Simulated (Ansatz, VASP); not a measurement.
**One calculation of Ni, two programs**

```
Ni
1.0
     2.39667    0.00000    0.00000
    -0.79889    2.25960    0.00000
    -0.79889   -1.12980    1.95687
Ni
1
Direct
  0.00000 0.00000 0.00000
```

Alike in both runs: task single point; functional LDA; k mesh 14 × 14 × 14; occupations fermi-dirac, width 0.1 eV; collinear spin.

```csv
,VASP,Ansatz
version,VASP 6.6.1,Ansatz 0.2.0
potentials or method,"VASP PAW LDA potentials, release 64 (Ni)","plane waves, PAW"
plane-wave cutoff (eV),520,420
valence electrons in the cell,10,18
```

|  | VASP | Ansatz | Ansatz less VASP |
| --- | --- | --- | --- |
| gap on the k mesh at the Fermi level (eV) | none | none | - |
| pressure (GPa) | -10.6 | -10.5 | +0.15 |
| net moment per atom (μB) | 0.37 | 0.43 | +0.058 |
| size of the moment on the site where the two differ most (μB) | 0.37 | 0.45 | +0.074 |

LDA's correlation is that of Perdew and Zunger in VASP and of Perdew and Wang (1992) in Ansatz. Site moments also hang on the region over which each program counts them. A gap of «none» marks a metal or a gap that the smearing closes. VASP's potentials hold 10 valence electrons a cell and Ansatz's 18, so a difference there can come from the potentials and not from the codes.
